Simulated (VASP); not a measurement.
AlN, 4 atoms in the cell. Symmetry: C2/m, No. 12, monoclinic system. Conventional cell: a = 3.909 Å, b = 3.910 Å, c = 9.589 Å, α = 90.00°, β = 92.99°, γ = 90.00°. Al (site symmetry m) has 5 N at 1.96 to 2.11 Å within 2.6 Å. Within 2.6 Å of N (site symmetry m) lie 5 Al at 1.96 to 2.11 Å. 

```yaml
Program: VASP 6.6.1
Task: relaxation of cell and atoms
Functional: PBE
Potentials_or_basis: VASP PAW PBE potentials, release 64 (Al, N)
Cutoff: 600 eV
k_mesh: 8 × 8 × 4
Occupations: gaussian, width 0.02 eV
Spin: no spin polarisation
Dipole_correction: no
Further_INCAR_settings: ALGO = Normal; EDIFF = 1e-06; IBRION = 2; EDIFFG = -0.01; NSW = 100; ISIF = 3
```

Potentials or basis: VASP PAW PBE potentials, release 64 (Al, N).

The run is started by

```sh
$ cat potpaw_PBE.64/Al/POTCAR potpaw_PBE.64/N/POTCAR > POTCAR
$ mpirun -np 1 vasp_std > vasp.out
```

Hardware: 1 thread of Intel(R) Xeon(R) Platinum 8259CL CPU @ 2.50GHz (Skylake/Cascade Lake) (shared host).

Problem. Estimate the wall time of this run.

Solution. Wall time 3.2 min on 1 thread of Intel(R) Xeon(R) Platinum 8259CL CPU @ 2.50GHz (Skylake/Cascade Lake), on a shared host, peak memory 0.25 GiB. Counts: scf iterations 33, k points 78, ion steps 5.
